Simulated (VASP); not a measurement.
# PtSe2 (P-3m1) in VASP: notebook

Runs on PtSe2. Level: PBE. Tasks: single point.

All numbers are computed with VASP 6.6.1; they aren't measurements. Logs are shortened: lines on timing, memory, paths and dates and some standing lists are left out, and cuts for length are marked.

### Step 1. The cell of the first run

The structure is trigonal, space group P-3m1 (No. 164). Conventional cell: a = 3.668 Å, b = 3.668 Å, c = 4.986 Å, α = 90.00°, β = 90.00°, γ = 120.00°. Pt (site symmetry -3m) has 6 Se at 2.46 Å within 3.2 Å. Se (site symmetry 3m) has 3 Pt at 2.46 Å within 3.2 Å.

### Step 2. Single point, PBE (strain -0.015 along x and y, -0.015 along z)

INCAR

```
SYSTEM = PtSe2
  ALGO = Normal
  EDIFF = 1E-6
  ENCUT = 520
  GGA = PE
  ISIF = 2
  ISMEAR = 0
  LASPH = .TRUE.
  LCHARG = .FALSE.
  LREAL = .FALSE.
  LWAVE = .FALSE.
  NBANDS = 18
  NELM = 60
  PREC = Accurate
  SIGMA = 0.15
```

KPOINTS

```
k-points
0
G
  12 12 10
  0 0 0
```

POSCAR

```
PtSe2
1.0
    3.6681405955      0.0000000000      0.0000000000
   -1.8340702978      3.1767029404      0.0000000000
    0.0000000000      0.0000000000      4.9860700000
Pt Se
1 2
Direct
    0.0000000000      0.0000000000      0.0000000000
    0.3333333333      0.6666666667      0.2500000000
    0.6666666667      0.3333333333      0.7500000000
```

Potentials or basis: VASP PAW PBE potentials, release 64 (Pt, Se).

The run is started by

```bash
$ cat potpaw_PBE.64/Pt/POTCAR potpaw_PBE.64/Se/POTCAR > POTCAR
$ mpirun -np 1 vasp_std > vasp.out
```

OUTCAR:

```text
SYSTEM = PtSe2
   EDIFF = 1E-6
   ENCUT = 520
   GGA = PE
   ISIF = 2
   ISMEAR = 0
   LASPH = .TRUE.
   LREAL = .FALSE.
   NELM = 60
   PREC = Accurate

 ion  position               nearest neighbor table
   1  0.000  0.000  0.000-   2 2.46   3 2.46   3 2.46   2 2.46   3 2.46   2 2.46
   2  0.333  0.667  0.250-   1 2.46   1 2.46   1 2.46
   3  0.667  0.333  0.750-   1 2.46   1 2.46   1 2.46

  LATTYP: Found a hexagonal cell.
 ALAT       =     3.6681405955
 C/A-ratio  =     1.3592908642

  Lattice vectors:

 A1 = (   3.6681405955,   0.0000000000,   0.0000000000)
 A2 = (  -1.8340702978,   3.1767029404,   0.0000000000)
 A3 = (   0.0000000000,   0.0000000000,   4.9860700000)

Analysis of symmetry for initial positions (statically):
=====================================================================
 Subroutine PRICEL returns:
 Original cell was already a primitive cell.

 Routine SETGRP: Setting up the symmetry group for a
 hexagonal supercell.

 Subroutine GETGRP returns: Found 12 space group operations
 (whereof 12 operations were pure point group operations)
 out of a pool of 24 trial point group operations.

The static configuration has the point symmetry D_3d.

Analysis of symmetry for dynamics (positions and initial velocities):
=====================================================================
 Subroutine PRICEL returns:
 Original cell was already a primitive cell.

 Routine SETGRP: Setting up the symmetry group for a
 hexagonal supercell.

 Subroutine GETGRP returns: Found 12 space group operations
 (whereof 12 operations were pure point group operations)
 out of a pool of 24 trial point group operations.

The dynamic configuration has the point symmetry D_3d.

 Subroutine INISYM returns: Found 12 space group operations
 (whereof 12 operations are pure point group operations),
 and found     1 'primitive' translations

----------------------------------------------------------------------------------------

                                     Primitive cell

  volume of cell :      58.1006

  direct lattice vectors                    reciprocal lattice vectors
     3.668140596  0.000000000  0.000000000     0.272617686  0.157395894  0.000000000
    -1.834070298  3.176702940  0.000000000     0.000000000  0.314791788  0.000000000
     0.000000000  0.000000000  4.986070000     0.000000000  0.000000000  0.200558757
[... 78 lines left out ...]
   ISTART =      0    job   : 0-new  1-cont  2-samecut
   ICHARG =      2    charge: 1-file 2-atom 10-const
   ISPIN  =      1    spin polarized calculation?
   LNONCOLLINEAR =      F non collinear calculations
   LSORBIT =      F    spin-orbit coupling
   LASPH  =      T    aspherical Exc in radial PAW
   ENCUT  =  520.0 eV  38.22 Ry    6.18 a.u.   6.82  6.82  9.27*2*pi/ulx,y,z
   NELM   =     60;   NELMIN=  2; NELMDL= -5     # of ELM steps
   EDIFF  = 0.1E-05   stopping-criterion for ELM
   LREAL  =      F    real-space projection
   EDIFFG = 0.1E-04   stopping-criterion for IOM
   NSW    =      0    number of steps for IOM
   IBRION =     -1    ionic relax: 0-MD 1-quasi-New 2-CG
   NFREE  =      0    steps in history (QN), initial steepest desc. (CG)
   ISIF   =      2    stress and relaxation
   ISYM   =      2    0-nonsym 1-usesym 2-fastsym
   POTIM  = 0.5000    time-step for ionic-motion
   TEBEG  =    0.0;   TEEND  =   0.0 temperature during run
   PSTRESS=    0.0 pullay stress
   NELECT =      22.0000    total number of electrons
   NUPDOWN=      -1.0000    fix difference up-down
   EMIN   =  10.00;   EMAX   =-10.00  energy-range for DOS
   EFERMI =   0.00;   METHOD = LEGACY
   ISMEAR =     0;   SIGMA  =   0.15  broadening in eV -4-tet -1-fermi 0-gaus
   EFERMI_NEDOS =   21; number of points for ismear=-14 and -15
   IALGO  =     38    algorithm
   IMIX   =      4    mixing-type and parameters
     AMIX     =   0.40;   BMIX     =  1.00
     AMIX_MAG =   1.60;   BMIX_MAG =  1.00
  volume/ion in A,a.u.               =      19.37       130.69
  Fermi-wavevector in a.u.,A,eV,Ry     =   1.184374  2.238142 19.085450  1.402741
  Thomas-Fermi vector in A             =   2.320589
   LORBIT       =      0    0 simple, 1 ext, 2 COOP (PROOUT), +10 PAW based schemes
   GGA     = PE    functional components
   LHFCALC =     F    Hartree Fock is set to
   AEXX    =    0.0000 exact exchange contribution
   IVDW    =     0    specifies the selected vdW correction
   LEPSILON=     F    determine dielectric tensor
   LRPA    =     F    only Hartree local field effects (RPA)
 non-spin polarized calculation
 Gauss-broadening in eV      SIGMA  =   0.15
  energy-cutoff  :      520.00
  volume of cell :       58.10
 maximum number of plane-waves:      1584
   NGX = 13   NGY = 13   NGZ = 19

 number of electron      22.0000001 magnetization

 Free energy of the ion-electron system (eV)
  ---------------------------------------------------
  ext. energy  EPLUGINS =         0.00000000
  ---------------------------------------------------
  free energy    TOTEN  =       -14.00641945 eV

  energy without entropy =      -13.99964955  energy(sigma->0) =      -14.00303450

 E-fermi :   7.2094     XC(G=0): -10.8576

 val. band max:        7.2090642828   @ k =   0.3333   0.3333   0.0000
 cond. band min:       7.2310898647   @ k =   0.0000   0.3333   0.3000
 fundamental gap:      0.0220255819
 Fermi energy:         7.2093952577

 k-point     1 :       0.0000    0.0000    0.0000
  band No.  band energies     occupation
      1      -8.9700      2.00000
      2      -5.8650      2.00000
      3      -0.4387      2.00000
      4       0.2893      2.00000
      5       0.2893      2.00000
      6       2.8664      2.00000
[... 481 lines left out ...]
      5       0.6973      2.00000
      6       2.2911      2.00000
[... 10 lines left out ...]
     17      15.7930      0.00000
     18      15.9163      0.00000

 [... further k-points ...]
[... 5 lines left out ...]
  --------------------------------------------------------------------------------------
  -------------------------------------------------------------------------------------
  Total        5.8830208      5.8830208      4.2070577     -0.0000000      0.0000000      0.0000000
  in kB      162.2295708    162.2295708    116.0133868     -0.0000000      0.0000000      0.0000000
  external PRESSURE =     146.8241761 kB  Pullay stress =       0.0000000 kB

 VOLUME and BASIS-vectors are now :
 -----------------------------------------------------------------------------
  energy-cutoff  :      520.00
  volume of cell :       58.10
      direct lattice vectors                 reciprocal lattice vectors
     3.668140596  0.000000000  0.000000000     0.272617686  0.157395894  0.000000000
    -1.834070298  3.176702940  0.000000000     0.000000000  0.314791788  0.000000000
     0.000000000  0.000000000  4.986070000     0.000000000  0.000000000  0.200558757

 POSITION                                       TOTAL-FORCE (eV/Angst)
 -----------------------------------------------------------------------------------
      0.00000      0.00000      0.00000        -0.000000      0.000000      0.000000
     -0.00000      2.11780      1.24652        -0.000000      0.000000      1.203291
      1.83407      1.05890      3.73955         0.000000     -0.000000     -1.203291
 -----------------------------------------------------------------------------------
    total drift:                               -0.000000     -0.000000     -0.000000

  FREE ENERGIE OF THE ION-ELECTRON SYSTEM (eV)
  ---------------------------------------------------
  free  energy   TOTEN  =       -14.0064194454 eV

  energy  without entropy=      -13.9996495451  energy(sigma->0) =      -14.00303450
```

stdout:

```text
POSCAR found type information on POSCAR PtSe
 POSCAR found :  2 types and       3 ions
 scaLAPACK will be used
 LDA part: xc-table for (Slater+PW92), standard interpolation
 POSCAR, INCAR and KPOINTS ok, starting setup
 FFT: planning ... GRIDC
 FFT: planning ... GRID_SOFT
 FFT: planning ... GRID
 WAVECAR not read
 entering main loop
```

It took 2.4 min on 1 thread of AMD EPYC 7R43 (Zen 3), shared host; peak memory 0.27 GiB.

What came out:

```yaml
Free_energy: -14.0064 eV
Pressure: 14.7 GPa
Largest_force: 1.203 eV/Å
Band_gap_on_the_k_mesh: zero (band 11 reaches 7.59 eV, above the bottom of band 12 at 7.21 eV)
```

Forces in eV/Å, atoms in the order of the input:
```
Pt   0.000  0.000  0.000
Se   0.000  0.000  1.203
Se   0.000  0.000 -1.203
```

Caveat: the cell differs from its parent crystal (strain -0.015 along x and y, -0.015 along z); spin-orbit coupling is left out, which moves the levels of the heavy elements; forces of over 1 eV/Å act on the atoms, so gaps and moduli don't describe the material at rest.

### Step 3. Single point, PBE (strain -0.030 along x and y, +0.030 along z)

INCAR

```
PREC     = Accurate       # precision mode
ENCUT    = 520            # plane-wave cutoff, eV
EDIFF    = 1E-6           # SCF threshold, eV
ISMEAR   = 0              # smearing method
SIGMA    = 0.15           # smearing width, eV
LREAL    = False          # projectors in reciprocal space
LASPH    = True           # aspherical terms in the spheres
NELM     = 80             # most SCF steps
ALGO     = Normal         # electronic algorithm
ISIF     = 2              # what is computed and relaxed
LWAVE    = False          # write WAVECAR
LCHARG   = True           # write CHGCAR
GGA      = PE             # functional
LELF     = True           # ELF
LVHAR    = True         
NBANDS   = 18             # bands
```

KPOINTS

```
Automatic mesh
0
Gamma
  12 12 10
```

POSCAR

```
PtSe2
1.0
    3.6122805865      0.0000000000      0.0000000000
   -1.8061402932      3.1283267535      0.0000000000
    0.0000000000      0.0000000000      5.2138600000
Pt Se
1 2
Direct
    0.0000000000      0.0000000000      0.0000000000
    0.3333333333      0.6666666667      0.2500000000
    0.6666666667      0.3333333333      0.7500000000
```

Potentials or basis: VASP PAW PBE potentials, release 64 (Pt, Se).

The run is started by

```bash
$ cat potpaw_PBE.64/Pt/POTCAR potpaw_PBE.64/Se/POTCAR > POTCAR
$ mpirun -np 1 vasp_std > vasp.out
```

Wall time 2.2 min (1 thread of AMD EPYC 7R43 (Zen 3), shared host); peak memory 0.27 GiB.

It converged, with:

* Free energy: -13.9960 eV
* Pressure: 14.4 GPa
* Largest force: 0.912 eV/Å
* Band gap on the k mesh: zero (band 11 reaches 7.21 eV, above the bottom of band 12 at 7.01 eV)

Forces in eV/Å, atoms in the order of the input:
```
Pt   0.000  0.000  0.000
Se   0.000  0.000  0.912
Se   0.000  0.000 -0.912
```

Stress tensor (GPa, compression positive):
```
16.72  0.00  0.00
 0.00 16.72  0.00
 0.00  0.00  9.76
```

Levels at points of the mesh, in eV from the Fermi level:
```
           k point  band 9  band 10  band 11  band 12  band 13  band 14
(0.00, 0.00, 0.00)   -0.96    -0.96     0.22     1.68     1.68     3.83
(0.50, 0.00, 0.00)   -3.54    -3.42    -3.06     0.75     2.41     4.96
(0.00, 0.00, 0.50)   -1.77    -1.34    -1.34     2.45     2.45     4.78
(0.50, 0.00, 0.50)   -3.29    -2.80    -1.66     1.13     1.83     4.37
```

Caveat: the cell differs from its parent crystal (strain -0.030 along x and y, +0.030 along z); spin-orbit coupling is left out, which moves the levels of the heavy elements.

### Step 4. Single point, PBE (strain +0.000 along x and y, -0.030 along z)

INCAR

```
ALGO = Normal
EDIFF = 1E-6
ENCUT = 520
GGA = PE
ISIF = 2
ISMEAR = 0
LASPH = T
LCHARG = T
LELF = T
LREAL = F
LVHAR = T
LWAVE = F
NBANDS = 18
NELM = 60
PREC = Accurate
SIGMA = 0.15
```

KPOINTS

```
k-points
0
Gamma
  12 12 10
```

POSCAR

```
PtSe2
1.0
    3.7240006046      0.0000000000      0.0000000000
   -1.8620003023      3.2250791273      0.0000000000
    0.0000000000      0.0000000000      4.9101400000
Pt Se
1 2
Direct
    0.0000000000      0.0000000000      0.0000000000
    0.3333333333      0.6666666667      0.2500000000
    0.6666666667      0.3333333333      0.7500000000
```

The run is started by

```bash
$ cat potpaw_PBE.64/Pt/POTCAR potpaw_PBE.64/Se/POTCAR > POTCAR
$ mpirun -np 1 vasp_std > vasp.out
```

Wall time 2.5 min (1 thread of AMD EPYC 7R43 (Zen 3), shared host); peak memory 0.27 GiB.

It converged, with:

| Quantity | Value |
| --- | --- |
| Free energy | -14.1003 eV |
| Pressure | 10.9 GPa |
| Largest force | 1.013 eV/Å |
| Band gap on the k mesh | zero (band 11 reaches 7.45 eV, above the bottom of band 12 at 6.95 eV) |

Forces in eV/Å, atoms in the order of the input:
```
Pt   0.000  0.000  0.000
Se   0.000  0.000  1.013
Se   0.000  0.000 -1.013
```

Stress tensor (GPa, compression positive):
```
11.58  0.00  0.00
 0.00 11.58  0.00
 0.00  0.00  9.64
```

Levels at points of the mesh, in eV from the Fermi level:
| k point | band 8 | band 9 | band 10 | band 11 | band 12 | band 13 | band 14 | band 15 |
| --- | --- | --- | --- | --- | --- | --- | --- | --- |
| (0.00, 0.00, 0.00) | -2.60 | -1.19 | -1.19 | 0.47 | 1.41 | 1.41 | 3.39 | 4.32 |
| (0.50, 0.00, 0.00) | -3.83 | -3.71 | -3.63 | -3.05 | 0.63 | 2.48 | 4.79 | 5.92 |
| (0.00, 0.00, 0.50) | -3.03 | -1.69 | -1.68 | -1.68 | 2.38 | 2.38 | 4.80 | 6.44 |
| (0.50, 0.00, 0.50) | -3.68 | -3.37 | -3.07 | -1.33 | 0.94 | 1.50 | 4.75 | 4.80 |

Caveat: the cell differs from its parent crystal (strain +0.000 along x and y, -0.030 along z); spin-orbit coupling is left out, which moves the levels of the heavy elements; forces of over 1 eV/Å act on the atoms, so gaps and moduli don't describe the material at rest.

### Step 5. Single point, PBE (strain -0.015 along x and y, +0.000 along z)

INCAR

```
  ALGO = Normal
  EDIFF = 1E-6
  ENCUT = 520
  GGA = PE
  ISIF = 2
  ISMEAR = 0
  LASPH = T
  LCHARG = F
  LREAL = F
  LWAVE = F
  NBANDS = 18
  NELM = 80
  PREC = Accurate
  SIGMA = 0.15
```

KPOINTS is that of step 4.

POSCAR

```
PtSe2
1.0
    3.6681405955      0.0000000000      0.0000000000
   -1.8340702978      3.1767029404      0.0000000000
    0.0000000000      0.0000000000      5.0620000000
Pt Se
1 2
Direct
    0.0000000000      0.0000000000      0.0000000000
    0.3333333333      0.6666666667      0.2500000000
    0.6666666667      0.3333333333      0.7500000000
```

The run is started by

```bash
$ cat potpaw_PBE.64/Pt/POTCAR potpaw_PBE.64/Se/POTCAR > POTCAR
$ mpirun -np 1 vasp_std > vasp.out
```

It took 2.1 min on 1 thread of AMD EPYC 7R43 (Zen 3), shared host; peak memory 0.27 GiB.

Results (log left out):

```yaml
Free_energy: -14.0651 eV
Pressure: 12.6 GPa
Largest_force: 0.965 eV/Å
Band_gap_on_the_k_mesh: zero (band 11 reaches 7.33 eV, above the bottom of band 12 at 6.99 eV)
```

Forces in eV/Å, atoms in the order of the input:
```
Pt   0.000  0.000  0.000
Se   0.000  0.000  0.965
Se   0.000  0.000 -0.965
```

Stress tensor (GPa, compression positive):
```
14.13  0.00  0.00
 0.00 14.13  0.00
 0.00  0.00  9.60
```

Levels at points of the mesh, in eV from the Fermi level:
```csv
k point,band 8,band 9,band 10,band 11,band 12,band 13,band 14,band 15
"(0.00, 0.00, 0.00)",-2.76,-1.10,-1.10,0.35,1.53,1.53,3.58,4.46
"(0.50, 0.00, 0.00)",-3.68,-3.65,-3.58,-3.09,0.68,2.43,4.87,5.77
"(0.00, 0.00, 0.50)",-3.13,-1.73,-1.53,-1.53,2.40,2.40,4.75,6.53
"(0.50, 0.00, 0.50)",-3.70,-3.38,-2.95,-1.50,1.02,1.66,4.57,4.66
```

Caveat: the cell differs from its parent crystal (strain -0.015 along x and y, +0.000 along z); spin-orbit coupling is left out, which moves the levels of the heavy elements.

(Continued in part 2 of 2.)
